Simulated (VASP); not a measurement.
# Si (I4/mmm) in VASP: a series of runs, part 2 of 2

VASP 6.6.1. The steps go on from the part before.

### Step 3. Single point, r2SCAN

This run uses another cell than the first one, of the same volume but with other edges.

POSCAR reads:

```
Si
1.0
    0.0000000000      2.0172011115      1.7146209447
    2.0172011115      0.0000000000      1.7146209447
    2.0172011115      2.0172011115      0.0000000000
Si
1
Direct
    0.0000000000      0.0000000000      0.0000000000
```

INCAR.step1 reads:

```
SYSTEM = Si
PREC = Accurate
ENCUT = 520
ISMEAR = 0
SIGMA = 0.15
LREAL = .False.
LASPH = .True.
NELM = 80
NBANDS = 8
GGA = PE
ALGO = Normal
EDIFF = 1E-4
LWAVE = .True.
LCHARG = .False.
```

INCAR.step2 reads:

```
SYSTEM = Si
PREC = Accurate
ENCUT = 520
EDIFF = 1E-7
ISMEAR = 0
SIGMA = 0.15
LREAL = .False.
LASPH = .True.
NELM = 80
ALGO = Normal
ISIF = 2
LWAVE = .False.
LCHARG = .False.
METAGGA = R2SCAN
LMIXTAU = .True.
NBANDS = 8
ISTART = 1
```

KPOINTS reads:

```
regular mesh
0
Gamma
  24 24 24
  0 0 0
```

Potentials or basis: VASP PAW PBE potentials, release 64 (Si).

The run is started by

```
$ cat potpaw_PBE.64/Si/POTCAR > POTCAR
$ cp INCAR.step1 INCAR
$ mpirun -np 1 vasp_std > vasp.out
$ cp INCAR.step2 INCAR
$ mpirun -np 1 vasp_std > vasp.out
```

OUTCAR:

```text
SYSTEM = Si
   PREC = Accurate
   ENCUT = 520
   EDIFF = 1E-7
   ISMEAR = 0
   LREAL = .False.
   LASPH = .True.
   NELM = 80
   ISIF = 2
   METAGGA = R2SCAN
   ISTART = 1

 ion  position               nearest neighbor table
   1  0.000  0.000  0.000-

  LATTYP: Found a body centered tetragonal cell.
 ALAT       =     2.8527531699
 C/A-ratio  =     1.2020815280

  Lattice vectors:

 A1 = (   0.0000000000,  -2.0172011115,  -1.7146209447)
 A2 = (   0.0000000000,   2.0172011115,  -1.7146209447)
 A3 = (   2.0172011115,   0.0000000000,   1.7146209447)

Analysis of symmetry for initial positions (statically):
=====================================================================
 Subroutine PRICEL returns:
 Original cell was already a primitive cell.

 Routine SETGRP: Setting up the symmetry group for a
 body centered tetragonal supercell.

 Subroutine GETGRP returns: Found 16 space group operations
 (whereof 16 operations were pure point group operations)
 out of a pool of 16 trial point group operations.

The static configuration has the point symmetry D_4h.

Analysis of symmetry for dynamics (positions and initial velocities):
=====================================================================
 Subroutine PRICEL returns:
 Original cell was already a primitive cell.

 Routine SETGRP: Setting up the symmetry group for a
 body centered tetragonal supercell.

 Subroutine GETGRP returns: Found 16 space group operations
 (whereof 16 operations were pure point group operations)
 out of a pool of 16 trial point group operations.

The dynamic configuration has the point symmetry D_4h.

 Subroutine INISYM returns: Found 16 space group operations
 (whereof 16 operations are pure point group operations),
 and found     1 'primitive' translations

----------------------------------------------------------------------------------------

                                     Primitive cell

  volume of cell :      13.9539
[... 109 lines left out ...]
  Fermi-wavevector in a.u.,A,eV,Ry     =   1.079434  2.039834 15.853198  1.165177
  Thomas-Fermi vector in A             =   2.215399
   LORBIT       =      0    0 simple, 1 ext, 2 COOP (PROOUT), +10 PAW based schemes
   METAGGA = R2SCAN    functional components
   LHFCALC =     F    Hartree Fock is set to
   AEXX    =    0.0000 exact exchange contribution
   IVDW    =     0    specifies the selected vdW correction
   LEPSILON=     F    determine dielectric tensor
   LRPA    =     F    only Hartree local field effects (RPA)
 non-spin polarized calculation
 Gauss-broadening in eV      SIGMA  =   0.15
  energy-cutoff  :      520.00
  volume of cell :       13.95
 maximum number of plane-waves:       410
   NGX =  9   NGY =  9   NGZ = 11

 number of electron       4.0000000 magnetization

 Free energy of the ion-electron system (eV)
  ---------------------------------------------------
  ext. energy  EPLUGINS =         0.00000000
  ---------------------------------------------------
  free energy    TOTEN  =        -8.04067668 eV

  energy without entropy =       -8.03609478  energy(sigma->0) =       -8.03838573

 E-fermi :  10.6964     XC(G=0): -12.1441

 val. band max:       10.6936688399   @ k =  -0.1667   0.4583   0.2917
 cond. band min:      10.7037901309   @ k =  -0.2500   0.1667   0.4167
 fundamental gap:      0.0101212910
 Fermi energy:        10.6964290092

 k-point     1 :       0.0000    0.0000    0.0000
  band No.  band energies     occupation
      1      -5.0306      2.00000
      2      22.9250      0.00000
      3      23.1820      0.00000
      4      23.1820      0.00000
      5      23.4387      0.00000
      6      23.4387      0.00000
      7      25.3198      0.00000
      8      27.5378      0.00000
[... 243 lines left out ...]
 k-point    24 :       0.4583    0.0417    0.0000
  band No.  band energies     occupation
      1       1.4525      2.00000
      2       4.5267      2.00000
      3      17.7184      0.00000
      4      20.4370      0.00000
      5      21.1827      0.00000
      6      22.9089      0.00000
      7      27.5950      0.00000
      8      30.5584      0.00000

 [... further k-points ...]

------------------------ aborting loop because EDIFF is reached ----------------------------------------

  FORCE on cell =-STRESS in cart. coord.  units (eV):
  Direction    XX          YY          ZZ          XY          YZ          ZX
  --------------------------------------------------------------------------------------
  -------------------------------------------------------------------------------------
  Total        0.0426220      0.0426220     -0.1146100      0.0000000     -0.0000000      0.0000000
  in kB        4.8938162      4.8938162    -13.1594140      0.0000000     -0.0000000      0.0000000
  external PRESSURE =      -1.1239272 kB  Pullay stress =       0.0000000 kB

 VOLUME and BASIS-vectors are now :
 -----------------------------------------------------------------------------
  energy-cutoff  :      520.00
  volume of cell :       13.95
      direct lattice vectors                 reciprocal lattice vectors
     0.000000000  2.017201111  1.714620945    -0.247868196  0.247868196  0.291609642
     2.017201111  0.000000000  1.714620945     0.247868196 -0.247868196  0.291609642
     2.017201111  2.017201111  0.000000000     0.247868196  0.247868196 -0.291609642

 POSITION                                       TOTAL-FORCE (eV/Angst)
 -----------------------------------------------------------------------------------
      0.00000      0.00000      0.00000         0.000000     -0.000000      0.000000
 -----------------------------------------------------------------------------------
    total drift:                                0.000000     -0.000000     -0.000000

  FREE ENERGIE OF THE ION-ELECTRON SYSTEM (eV)
  ---------------------------------------------------
  free  energy   TOTEN  =        -8.0406766808 eV

  energy  without entropy=       -8.0360947810  energy(sigma->0) =       -8.03838573
```

OSZICAR.step1:

```text
N       E                     dE             d eps       ncg     rms          rms(c)
DAV:   1    -0.251868298205E+01   -0.25187E+01   -0.18013E+03 18248   0.380E+02
DAV:   2    -0.490350131876E+01   -0.23848E+01   -0.22672E+01 25512   0.298E+01
DAV:   3    -0.491605937691E+01   -0.12558E-01   -0.12551E-01 19400   0.228E+00
DAV:   4    -0.491607042268E+01   -0.11046E-04   -0.11046E-04 28000   0.736E-02
DAV:   5    -0.491607042590E+01   -0.32256E-08   -0.26835E-08 19328   0.629E-04    0.285E+00
DAV:   6    -0.490355535519E+01    0.12515E-01   -0.36951E-03 18992   0.269E-01    0.158E+00
DAV:   7    -0.489632607960E+01    0.72293E-02   -0.75083E-03 19704   0.383E-01    0.140E-01
DAV:   8    -0.489629524438E+01    0.30835E-04   -0.28078E-05 23000   0.438E-02
   1 F= -.48962952E+01 E0= -.48938964E+01  d E =-.479778E-02
```

Run time: 5.9 min. Hardware: 1 thread of Intel Xeon Platinum 8259CL at 2.50GHz (Skylake/Cascade Lake), shared host; peak memory 0.21 GiB.

What came out:

* Free energy: -8.0407 eV
* Pressure: -0.1 GPa
* Band gap on the k mesh: zero (bands 2 and 3 overlap by 16.34 eV)

Caveat: the PAW data sets were made with another functional, which shifts forces and pressure a little.

### Step 4. Single point, r2SCAN

This run uses another cell than the first one, of the same volume but with other edges.

POSCAR reads:

```
Si
1.0
    0.0000000000      1.7981603841      2.1577924609
    1.7981603841      0.0000000000      2.1577924609
    1.7981603841      1.7981603841      0.0000000000
Si
1
Direct
    0.0000000000      0.0000000000      0.0000000000
```

INCAR.step1 reads:

```
SYSTEM = Si
ALGO = Normal ; EDIFF = 1E-4
ENCUT = 520 ; GGA = PE
ISMEAR = 0 ; LASPH = .True.
LCHARG = .False. ; LREAL = .False.
LWAVE = .True. ; NBANDS = 8
NELM = 80 ; PREC = Accurate
SIGMA = 0.15
```

INCAR.step2 reads:

```
SYSTEM = Si
ALGO = Normal ; EDIFF = 1E-6
ENCUT = 520 ; ISIF = 2
ISMEAR = 0 ; ISTART = 1
LASPH = .True. ; LCHARG = .True.
LELF = .True. ; LMIXTAU = .True.
LREAL = .False. ; LVHAR = .True.
LWAVE = .False. ; METAGGA = R2SCAN
NBANDS = 8 ; NELM = 80
PREC = Accurate ; SIGMA = 0.15
```

KPOINTS reads:

```
k-points
0
Gamma
  24 24 24
  0 0 0
```

The run is started by

```
$ cat potpaw_PBE.64/Si/POTCAR > POTCAR
$ cp INCAR.step1 INCAR
$ mpirun -np 1 vasp_std > vasp.out
$ cp INCAR.step2 INCAR
$ mpirun -np 1 vasp_std > vasp.out
```

Wall time 4.3 min (1 thread of Intel Xeon Platinum 8259CL at 2.50GHz (Skylake/Cascade Lake), shared host); peak memory 0.21 GiB.

Results (log left out):

- Free energy: -8.0388 eV
- Pressure: 1.2 GPa
- Band gap on the k mesh: zero (bands 2 and 3 overlap by 16.33 eV)

Stress tensor (GPa, compression positive):
```
0.92 0.00 0.00
0.00 0.92 0.00
0.00 0.00 1.69
```

Levels at points of the mesh, in eV from the Fermi level:
| k point | band 1 | band 2 | band 3 | band 4 | band 5 | band 6 |
| --- | --- | --- | --- | --- | --- | --- |
| (0.00, 0.00, 0.00) | -15.76 | 11.35 | 11.81 | 12.54 | 12.54 | 14.15 |
| (0.50, 0.00, 0.00) | -8.02 | -7.70 | 6.43 | 8.46 | 12.26 | 14.05 |
| (0.50, 0.50, 0.00) | -7.69 | -7.51 | 6.02 | 6.19 | 6.19 | 10.66 |
| (0.50, 0.00, 0.50) | -5.02 | -3.05 | 1.56 | 3.59 | 4.16 | 6.26 |

Caveat: the PAW data sets were made with another functional, which shifts forces and pressure a little.

### Step 5. Single point, r2SCAN

This run uses another cell than the first one, of the same volume but with other edges.

POSCAR reads:

```
Si
1.0
    0.0000000000      2.0758245304      1.6191431337
    2.0758245304      0.0000000000      1.6191431337
    2.0758245304      2.0758245304      0.0000000000
Si
1
Direct
    0.0000000000      0.0000000000      0.0000000000
```

INCAR.step1 reads:

```
SYSTEM = Si
ALGO = Normal
EDIFF = 1E-4
ENCUT = 520
GGA = PE
ISMEAR = 0
LASPH = .True.
LCHARG = .False.
LREAL = .False.
LWAVE = .True.
NBANDS = 8
NELM = 60
PREC = Accurate
SIGMA = 0.15
```

INCAR.step2 reads:

```
SYSTEM = Si
ALGO = Normal
EDIFF = 1E-6
ENCUT = 520
ISIF = 2
ISMEAR = 0
ISTART = 1
LASPH = .True.
LCHARG = .False.
LMIXTAU = .True.
LREAL = .False.
LWAVE = .False.
METAGGA = R2SCAN
NBANDS = 8
NELM = 60
PREC = Accurate
SIGMA = 0.15
```

KPOINTS is that of step 4.

The run is started by

```
$ cat potpaw_PBE.64/Si/POTCAR > POTCAR
$ cp INCAR.step1 INCAR
$ mpirun -np 1 vasp_std > vasp.out
$ cp INCAR.step2 INCAR
$ mpirun -np 1 vasp_std > vasp.out
```

It took 4.7 min on 1 thread of Intel Xeon Platinum 8259CL at 2.50GHz (Skylake/Cascade Lake), shared host; peak memory 0.21 GiB.

Results (log left out):

```yaml
Free_energy: -8.0433 eV
Pressure: 0.6 GPa
Band_gap_on_the_k_mesh: zero (bands 2 and 3 overlap by 16.70 eV)
```

Stress tensor (GPa, compression positive):
```
0.20 0.00 0.00
0.00 0.20 0.00
0.00 0.00 1.49
```

Levels at points of the mesh, in eV from the Fermi level:
```csv
k point,band 1,band 2,band 3,band 4,band 5,band 6,band 7
"(0.00, 0.00, 0.00)",-15.67,12.40,12.79,12.79,12.94,12.94,15.23
"(0.50, 0.00, 0.00)",-7.75,-7.53,6.87,8.83,9.80,11.33,19.48
"(0.50, 0.50, 0.00)",-2.53,0.04,0.44,0.44,2.71,3.70,26.40
"(0.50, 0.00, 0.50)",-7.05,-6.66,4.96,6.56,7.19,9.91,23.72
```

Caveat: the PAW data sets were made with another functional, which shifts forces and pressure a little.

### Step 6. Single point, r2SCAN

This run uses another cell than the first one, of the same volume but with other edges.

POSCAR reads:

```
Si
1.0
    0.0000000000      1.7508182164      2.2760636813
    1.7508182164      0.0000000000      2.2760636813
    1.7508182164      1.7508182164      0.0000000000
Si
1
Direct
    0.0000000000      0.0000000000      0.0000000000
```

INCAR.step1 reads:

```
PREC = Accurate ; ENCUT = 520
ISMEAR = 0 ; SIGMA = 0.15
LREAL = F ; LASPH = T
NELM = 80 ; NBANDS = 8
GGA = PE ; ALGO = Normal
EDIFF = 1E-4 ; LWAVE = T
LCHARG = F
```

INCAR.step2 reads:

```
PREC = Accurate ; ENCUT = 520
EDIFF = 1E-6 ; ISMEAR = 0
SIGMA = 0.15 ; LREAL = F
LASPH = T ; NELM = 80
ALGO = Normal ; ISIF = 2
LWAVE = F ; LCHARG = F
METAGGA = R2SCAN ; LMIXTAU = T
NBANDS = 8 ; ISTART = 1
```

KPOINTS reads:

```
regular mesh
0
Gamma
  24 24 24
```

Potentials or basis: VASP PAW PBE potentials, release 64 (Si).

The run is started by

```
$ cat potpaw_PBE.64/Si/POTCAR > POTCAR
$ cp INCAR.step1 INCAR
$ mpirun -np 1 vasp_std > vasp.out
$ cp INCAR.step2 INCAR
$ mpirun -np 1 vasp_std > vasp.out
```

Run time: 4.2 min. Hardware: 1 thread of Intel Xeon Platinum 8259CL at 2.50GHz (Skylake/Cascade Lake), shared host; peak memory 0.22 GiB.

The run converged. Its results:

| Quantity | Value |
| --- | --- |
| Free energy | -8.0336 eV |
| Pressure | 3.9 GPa |
| Band gap on the k mesh | zero (bands 2 and 3 overlap by 15.17 eV) |

Stress tensor (GPa, compression positive):
```
4.72 0.00 0.00
0.00 4.72 0.00
0.00 0.00 2.15
```

Levels at points of the mesh, in eV from the Fermi level:
| k point | band 1 | band 2 | band 3 | band 4 | band 5 | band 6 |
| --- | --- | --- | --- | --- | --- | --- |
| (0.00, 0.00, 0.00) | -15.67 | 10.39 | 11.03 | 12.40 | 12.88 | 12.88 |
| (0.50, 0.00, 0.00) | -7.79 | -7.55 | 5.20 | 7.31 | 13.72 | 15.30 |
| (0.50, 0.50, 0.00) | -8.78 | -7.85 | 6.81 | 7.57 | 7.57 | 12.11 |
| (0.50, 0.00, 0.50) | -4.46 | -2.16 | 0.99 | 4.00 | 4.39 | 5.83 |

Caveat: the cell stands under pressure; the PAW data sets were made with another functional, which shifts forces and pressure a little.

### Step 7. The runs side by side

| cell | gap on the mesh (eV) | pressure (GPa) |
| --- | --- | --- |
| a = 2.948, b = 2.948, c = 2.408 Å, angles 65.9, 65.9, 48.2°, 1 atom | none | 8.6 |
| a = 2.647, b = 2.647, c = 2.853 Å, angles 57.4, 57.4, 65.2°, 1 atom | none | -0.1 |
| a = 2.809, b = 2.809, c = 2.543 Å, angles 63.1, 63.1, 53.8°, 1 atom | none | 1.2 |
| a = 2.633, b = 2.633, c = 2.936 Å, angles 56.1, 56.1, 67.8°, 1 atom | none | 0.6 |
| a = 2.872, b = 2.872, c = 2.476 Å, angles 64.5, 64.5, 51.1°, 1 atom | none | 3.9 |

Alike in all rows: task single point; level r2SCAN; potentials or basis VASP PAW PBE potentials, release 64 (Si); no spin polarisation; k mesh 24 × 24 × 24; cutoff (eV) 520; smearing gaussian 0.15 eV.

Caveats: the PAW data sets were made with another functional, which shifts forces and pressure a little; the cell stands under pressure (at least some runs).

Total energies depend on the potentials used, so only differences within one code and one set of settings carry meaning.
